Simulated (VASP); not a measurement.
# LiF (P4mm) in VASP: further runs

Runs on LiF. Level: PBE. Tasks: single point.

Program: VASP 6.6.1. These are calculated values, not measurements. Logs are shortened: lines on timing, memory, paths and dates and some standing lists are left out, and cuts for length are marked.

## Step 1: The cell of the first run

Symmetry: P4mm, No. 99, tetragonal system. Conventional cell: a = 2.560 Å, b = 2.560 Å, c = 2.560 Å, α = 90.00°, β = 90.00°, γ = 90.00°. Li (site symmetry 4mm) has 8 F at 2.13 to 2.31 Å and 6 Li at 2.56 Å within 2.8 Å. Within 2.8 Å of F (site symmetry 4mm) lie 8 Li at 2.13 to 2.31 Å and 6 F at 2.56 Å.

## Step 2: Single point, PBE (one atom moved)

Contents of INCAR:

```
SYSTEM = LiF
PREC = Accurate
ENCUT = 520
EDIFF = 1E-6
ISMEAR = 0
SIGMA = 0.02
LREAL = .FALSE.
LASPH = .TRUE.
NELM = 80
ALGO = Normal
ISIF = 2
LWAVE = .FALSE.
LCHARG = .FALSE.
GGA = PE
NBANDS = 12
```

Contents of KPOINTS:

```
regular mesh
0
G
  10 10 10
  0 0 0
```

Contents of POSCAR:

```
LiF
1.0
    2.5595330000      0.0000000000      0.0000000000
    0.0000000000      2.5595330000      0.0000000000
    0.0000000000      0.0000000000      2.5595330000
Li F
1 1
Direct
    0.0000000000      0.0000000000      0.0000000000
    0.5586044407      0.5000000000      0.5000000000
```

Potentials or basis: VASP PAW PBE potentials, release 64 (Li_sv, F).

On the command line:

```bash
$ cat potpaw_PBE.64/Li_sv/POTCAR potpaw_PBE.64/F/POTCAR > POTCAR
$ mpirun -np 1 vasp_std > vasp.out
```

OUTCAR:

```text
SYSTEM = LiF
   PREC = Accurate
   ENCUT = 520
   EDIFF = 1E-6
   ISMEAR = 0
   LREAL = .FALSE.
   LASPH = .TRUE.
   NELM = 80
   ISIF = 2
   GGA = PE

 ion  position               nearest neighbor table
   1  0.000  0.000  0.000-   2 2.13   2 2.13   2 2.13   2 2.13
   2  0.559  0.500  0.500-   1 2.13   1 2.13   1 2.13   1 2.13

  LATTYP: Found a simple cubic cell.
 ALAT       =     2.5595330000

  Lattice vectors:

 A1 = (   2.5595330000,   0.0000000000,   0.0000000000)
 A2 = (   0.0000000000,   2.5595330000,   0.0000000000)
 A3 = (   0.0000000000,   0.0000000000,   2.5595330000)

Analysis of symmetry for initial positions (statically):
=====================================================================
 Subroutine PRICEL returns:
 Original cell was already a primitive cell.

 Routine SETGRP: Setting up the symmetry group for a
 simple cubic supercell.

 Subroutine GETGRP returns: Found  8 space group operations
 (whereof  8 operations were pure point group operations)
 out of a pool of 48 trial point group operations.

The static configuration has the point symmetry C_4v.

Analysis of symmetry for dynamics (positions and initial velocities):
=====================================================================
 Subroutine PRICEL returns:
 Original cell was already a primitive cell.

 Routine SETGRP: Setting up the symmetry group for a
 simple cubic supercell.

 Subroutine GETGRP returns: Found  8 space group operations
 (whereof  8 operations were pure point group operations)
 out of a pool of 48 trial point group operations.

The dynamic configuration has the point symmetry C_4v.

 Subroutine INISYM returns: Found  8 space group operations
 (whereof  8 operations are pure point group operations),
 and found     1 'primitive' translations

----------------------------------------------------------------------------------------

                                     Primitive cell

  volume of cell :      16.7680

  direct lattice vectors                    reciprocal lattice vectors
     2.559533000  0.000000000  0.000000000     0.390696272  0.000000000  0.000000000
     0.000000000  2.559533000  0.000000000     0.000000000  0.390696272  0.000000000
     0.000000000  0.000000000  2.559533000     0.000000000  0.000000000  0.390696272

  length of vectors
     2.559533000  2.559533000  2.559533000     0.390696272  0.390696272  0.390696272

  position of ions in fractional coordinates (direct lattice)
     0.000000000  0.000000000  0.000000000
     0.558604441  0.500000000  0.500000000

  ion indices of the primitive-cell ions
   primitive index   ion index
                 1           1
                 2           2

----------------------------------------------------------------------------------------

 KPOINTS: regular mesh

Automatic generation of k-mesh.
 Grid dimensions read from file:
 generate k-points for:   10   10   10

 Generating k-lattice:

  Cartesian coordinates                     Fractional coordinates (reciprocal lattice)
     0.039069627  0.000000000  0.000000000     0.100000000  0.000000000  0.000000000
     0.000000000  0.039069627  0.000000000     0.000000000  0.100000000  0.000000000
     0.000000000  0.000000000  0.039069627     0.000000000  0.000000000  0.100000000

  Length of vectors
     0.039069627  0.039069627  0.039069627

  Shift w.r.t. Gamma in fractional coordinates (k-lattice)
     0.000000000  0.000000000  0.000000000

 Subroutine IBZKPT returns following result:
 ===========================================

 Found    126 irreducible k-points:

 Following reciprocal coordinates:
            Coordinates               Weight
  0.000000  0.000000  0.000000      1.000000
  0.100000  0.000000  0.000000      2.000000
  0.000000  0.100000  0.000000      4.000000
  0.200000  0.000000  0.000000      2.000000
  0.000000  0.200000  0.000000      4.000000
  0.300000  0.000000  0.000000      2.000000
[... 16 lines left out ...]
  0.500000  0.100000  0.000000      4.000000
  0.000000  0.500000  0.100000      4.000000
 [... further k-points ...]
   k-points           NKPTS =    126   k-points in BZ     NKDIM =    126   number of bands    NBANDS=     12
   number of dos      NEDOS =    301   number of ions     NIONS =      2
   total plane-waves  NPLWV =   8000
   dimension x,y,z NGX =    20 NGY =   20 NGZ =   20
   dimension x,y,z NGXF=    40 NGYF=   40 NGZF=   40
   ions per type =               1   1
   NGX,Y,Z   is equivalent  to a cutoff of  12.99, 12.99, 12.99 a.u.
   NGXF,Y,Z  is equivalent  to a cutoff of  25.98, 25.98, 25.98 a.u.
 SYSTEM =  LiF
   PREC   = accura    normal or accurate (medium, high low for compatibility)
   ISTART =      0    job   : 0-new  1-cont  2-samecut
   ICHARG =      2    charge: 1-file 2-atom 10-const
   ISPIN  =      1    spin polarized calculation?
   LNONCOLLINEAR =      F non collinear calculations
   LSORBIT =      F    spin-orbit coupling
   LASPH  =      T    aspherical Exc in radial PAW
   ENCUT  =  520.0 eV  38.22 Ry    6.18 a.u.   4.76  4.76  4.76*2*pi/ulx,y,z
   NELM   =     80;   NELMIN=  2; NELMDL= -5     # of ELM steps
   EDIFF  = 0.1E-05   stopping-criterion for ELM
   LREAL  =      F    real-space projection
   EDIFFG = 0.1E-04   stopping-criterion for IOM
   NSW    =      0    number of steps for IOM
   IBRION =     -1    ionic relax: 0-MD 1-quasi-New 2-CG
   NFREE  =      0    steps in history (QN), initial steepest desc. (CG)
   ISIF   =      2    stress and relaxation
   ISYM   =      2    0-nonsym 1-usesym 2-fastsym
   POTIM  = 0.5000    time-step for ionic-motion
   TEBEG  =    0.0;   TEEND  =   0.0 temperature during run
   PSTRESS=    0.0 pullay stress
   NELECT =      10.0000    total number of electrons
   NUPDOWN=      -1.0000    fix difference up-down
   EMIN   =  10.00;   EMAX   =-10.00  energy-range for DOS
   EFERMI =   0.00;   METHOD = LEGACY
   ISMEAR =     0;   SIGMA  =   0.02  broadening in eV -4-tet -1-fermi 0-gaus
   EFERMI_NEDOS =   21; number of points for ismear=-14 and -15
   IALGO  =     38    algorithm
   IMIX   =      4    mixing-type and parameters
     AMIX     =   0.40;   BMIX     =  1.00
     AMIX_MAG =   1.60;   BMIX_MAG =  1.00
  volume/ion in A,a.u.               =       8.38        56.58
  Fermi-wavevector in a.u.,A,eV,Ry     =   1.377994  2.604032 25.835673  1.898868
  Thomas-Fermi vector in A             =   2.503097
   LORBIT       =      0    0 simple, 1 ext, 2 COOP (PROOUT), +10 PAW based schemes
   GGA     = PE    functional components
   LHFCALC =     F    Hartree Fock is set to
   AEXX    =    0.0000 exact exchange contribution
   IVDW    =     0    specifies the selected vdW correction
   LEPSILON=     F    determine dielectric tensor
   LRPA    =     F    only Hartree local field effects (RPA)
 non-spin polarized calculation
 Gauss-broadening in eV      SIGMA  =   0.02
  energy-cutoff  :      520.00
  volume of cell :       16.77
 maximum number of plane-waves:       468
 NGX is ok and might be reduce to    20
   NGX =  9   NGY =  9   NGZ =  9

 number of electron      10.0000011 magnetization

 Free energy of the ion-electron system (eV)
  ---------------------------------------------------
  ext. energy  EPLUGINS =         0.00000000
  ---------------------------------------------------
  free energy    TOTEN  =        -9.05263773 eV

  energy without entropy =       -9.05263773  energy(sigma->0) =       -9.05263773

 E-fermi :   0.2189     XC(G=0):  -9.9223

 val. band max:        0.0695913238   @ k =   0.0000   0.5000   0.5000
 cond. band min:       7.5590785925   @ k =   0.0000   0.0000   0.0000
 fundamental gap:      7.4894872686
 Fermi energy:         0.2189239759

 k-point     1 :       0.0000    0.0000    0.0000
  band No.  band energies     occupation
      1     -42.7559      2.00000
      2     -20.7299      2.00000
      3      -0.6191      2.00000
      4      -0.6191      2.00000
      5      -0.5831      2.00000
      6       7.5591      0.00000
      7      18.5307      0.00000
      8      18.9067      0.00000
      9      21.0193      0.00000
     10      21.0193      0.00000
     11      21.6421      0.00000
     12      38.2904      0.00000

 k-point     2 :       0.1000    0.0000    0.0000
  band No.  band energies     occupation
      1     -42.7515      2.00000
      2     -20.6885      2.00000
      3      -0.9398      2.00000
      4      -0.5833      2.00000
      5      -0.5833      2.00000
      6       7.8051      0.00000
      7      17.3969      0.00000
      8      19.1342      0.00000
      9      20.9801      0.00000
     10      20.9801      0.00000
     11      23.3444      0.00000
     12      36.8178      0.00000

 k-point     3 :       0.0000    0.1000    0.0000
  band No.  band energies     occupation
      1     -42.7514      2.00000
      2     -20.6891      2.00000
      3      -0.9712      2.00000
      4      -0.5828      2.00000
      5      -0.5470      2.00000
      6       7.8004      0.00000
      7      17.5021      0.00000
      8      18.8197      0.00000
      9      20.9713      0.00000
     10      21.3729      0.00000
     11      23.1590      0.00000
     12      36.7781      0.00000
[... 286 lines left out ...]
 k-point    23 :       0.5000    0.1000    0.0000
  band No.  band energies     occupation
      1     -42.7057      2.00000
      2     -20.2229      2.00000
      3      -3.5603      2.00000
      4      -0.5716      2.00000
      5      -0.2043      2.00000
      6       9.5482      0.00000
      7      14.1083      0.00000
      8      19.0704      0.00000
      9      20.6434      0.00000
     10      23.9959      0.00000
     11      26.9789      0.00000
     12      31.7934      0.00000

 k-point    24 :       0.0000    0.5000    0.1000
  band No.  band energies     occupation
      1     -42.7051      2.00000
      2     -20.2291      2.00000
      3      -3.5617      2.00000
      4      -0.5731      2.00000
      5      -0.1827      2.00000
      6       9.6495      0.00000
      7      13.9006      0.00000
      8      18.9888      0.00000
      9      20.8490      0.00000
     10      24.0228      0.00000
     11      26.8161      0.00000
     12      31.8671      0.00000

 [... further k-points ...]

------------------------ aborting loop because EDIFF is reached ----------------------------------------

  FORCE on cell =-STRESS in cart. coord.  units (eV):
  Direction    XX          YY          ZZ          XY          YZ          ZX
  --------------------------------------------------------------------------------------
  -------------------------------------------------------------------------------------
  Total        0.0614060     -0.0107954     -0.0107954      0.0000000      0.0000000      0.0000000
  in kB        5.8673136     -1.0314969     -1.0314969      0.0000000      0.0000000      0.0000000
  external PRESSURE =       1.2681066 kB  Pullay stress =       0.0000000 kB

 VOLUME and BASIS-vectors are now :
 -----------------------------------------------------------------------------
  energy-cutoff  :      520.00
  volume of cell :       16.77
      direct lattice vectors                 reciprocal lattice vectors
     2.559533000  0.000000000  0.000000000     0.390696272  0.000000000  0.000000000
     0.000000000  2.559533000  0.000000000     0.000000000  0.390696272  0.000000000
     0.000000000  0.000000000  2.559533000     0.000000000  0.000000000  0.390696272

 POSITION                                       TOTAL-FORCE (eV/Angst)
 -----------------------------------------------------------------------------------
      0.00000      0.00000      0.00000        -0.049992     -0.000000      0.000000
      1.42977      1.27977      1.27977         0.049992      0.000000     -0.000000
 -----------------------------------------------------------------------------------
    total drift:                                0.000236      0.000000      0.000001

  FREE ENERGIE OF THE ION-ELECTRON SYSTEM (eV)
  ---------------------------------------------------
  free  energy   TOTEN  =        -9.0526377342 eV

  energy  without entropy=       -9.0526377342  energy(sigma->0) =       -9.05263773
```

It took 26 s on 1 thread of Intel Xeon 8259CL, shared host; peak memory 0.13 GiB.

Results:

* Free energy: -9.0526 eV
* Largest force: 0.050 eV/Å
* Band gap on the k mesh: 7.49 eV (least direct gap 8.14 eV)

Forces in eV/Å, atoms in the order of the input:
```
Li  -0.050  0.000  0.000
F    0.050  0.000  0.000
```

Levels at points of the mesh, in eV from the valence-band top:
```
           k point  band 1  band 2  band 3  band 4  band 5  band 6  band 7  band 8  band 9  band 10
(0.00, 0.00, 0.00)  -42.83  -20.80   -0.69   -0.69   -0.65    7.49   18.46   18.84   20.95    20.95
(0.50, 0.00, 0.00)  -42.78  -20.34   -3.67   -0.30   -0.30    9.11   14.10   20.37   20.37    23.94
(0.00, 0.50, 0.00)  -42.78  -20.35   -3.67   -0.29   -0.28    9.18   13.89   20.28   20.60    24.08
(0.50, 0.50, 0.00)  -42.74  -19.83   -3.23   -3.22   -0.02   12.36   13.71   14.76   19.32    23.80
(0.00, 0.50, 0.50)  -42.74  -19.82   -3.26   -3.26    0.00   13.39   13.72   13.72   19.44    23.85
(0.50, 0.50, 0.50)  -42.70  -19.39   -2.28   -2.28   -2.24   11.16   11.22   11.22   24.03    24.03
```

Caveat: the cell differs from its parent crystal (one atom moved); the cutoff is under 1.25 times the usual one of these potentials, so pressure, stress and relaxed cells hold a basis-set (Pulay) error. A k mesh can miss the band edges.

## Step 3: Single point, PBE (one atom moved)

Contents of INCAR:

```
PREC = Accurate
ENCUT = 520
EDIFF = 1E-6
ISMEAR = 0
SIGMA = 0.02
LREAL = False
LASPH = True
NELM = 60
ALGO = Normal
ISIF = 2
LWAVE = False
LCHARG = False
GGA = PE
NBANDS = 12
```

Contents of KPOINTS:

```
regular mesh
0
Gamma
  10 10 10
```

Contents of POSCAR:

```
LiF
1.0
    2.5595330000      0.0000000000      0.0000000000
    0.0000000000      2.5595330000      0.0000000000
    0.0000000000      0.0000000000      2.5595330000
Li F
1 1
Direct
    0.0000000000      0.0586044407      0.0000000000
    0.5000000000      0.5000000000      0.5000000000
```

Potentials or basis: VASP PAW PBE potentials, release 64 (Li_sv, F).

On the command line:

```bash
$ cat potpaw_PBE.64/Li_sv/POTCAR potpaw_PBE.64/F/POTCAR > POTCAR
$ mpirun -np 1 vasp_std > vasp.out
```

Run time: 29 s. Hardware: 1 thread of Intel Xeon 8259CL, shared host; peak memory 0.13 GiB.

Results (log left out):

```yaml
Free_energy: -9.0526 eV
Largest_force: 0.050 eV/Å
Band_gap_on_the_k_mesh: 7.49 eV (least direct gap 8.14 eV)
```

Forces in eV/Å, atoms in the order of the input:
```
Li   0.000  0.050  0.000
F    0.000 -0.050  0.000
```

Levels at points of the mesh, in eV from the valence-band top:
```
           k point  band 2  band 3  band 4  band 5  band 6  band 7  band 8  band 9
(0.00, 0.00, 0.00)  -20.80   -0.69   -0.69   -0.65    7.49   18.46   18.84   20.95
(0.50, 0.00, 0.00)  -20.35   -3.67   -0.29   -0.28    9.18   13.89   20.28   20.60
(0.00, 0.50, 0.00)  -20.34   -3.67   -0.30   -0.30    9.11   14.10   20.37   20.37
(0.50, 0.50, 0.00)  -19.83   -3.23   -3.22   -0.02   12.36   13.71   14.76   19.32
(0.50, 0.00, 0.50)  -19.82   -3.26   -3.26    0.00   13.39   13.72   13.72   19.44
(0.50, 0.50, 0.50)  -19.39   -2.28   -2.28   -2.24   11.16   11.22   11.22   24.03
```

Caveat: the cell differs from its parent crystal (one atom moved); the cutoff is under 1.25 times the usual one of these potentials, so pressure, stress and relaxed cells hold a basis-set (Pulay) error. A k mesh can miss the band edges.
